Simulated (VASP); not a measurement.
Runs of VASP 6.6.1 on S. The structure is that of space group Fm-3m (No. 225), or close to it. The cells are those of the table. This isn't the form of S at room conditions, which is orthorhombic, of S8 rings.

| task | cell | gap on the mesh (eV) | pressure (GPa) |
| --- | --- | --- | --- |
| single point | a = 2.561 Å, angles 60.0°, 1 atom | none | (a) |
| relaxation of cell and atoms | relaxed to 30 GPa from a = 2.970 Å, angles 60.0°, 1 atom | none | 30.0 |
| single point | a = 2.837 Å, angles 60.0°, 1 atom | none | -0.2 |
| single point | a = 2.623 Å, angles 60.0°, 1 atom | none | 29.2 |
| single point | a = 2.709 Å, angles 60.0°, 1 atom | none | 14.7 |
| relaxation of cell and atoms | relaxed from a = 2.970 Å, angles 60.0°, 1 atom | none | 0.0 |
| relaxation of cell and atoms | relaxed to 45 GPa from a = 2.970 Å, angles 60.0°, 1 atom | none | 45.0 |
| relaxation of cell and atoms | relaxed to 15 GPa from a = 2.970 Å, angles 60.0°, 1 atom | none | 15.0 |

Alike in all rows: level r2SCAN; potentials or basis VASP PAW PBE potentials, release 64 (S); no spin polarisation; k mesh 7 × 7 × 7; cutoff (eV) 550; smearing methfessel-paxton 0.05 eV.

Task: Fill in the values left out.

Result: (a) 44.3.

Caveats: all runs use coarse meshes; the PAW data sets were made with another functional, which shifts forces and pressure a little; the cell is relaxed towards a set pressure, so the run minimises the enthalpy, not the energy (at least some runs).

A gap of «none» marks levels without a gap at the run's occupations.
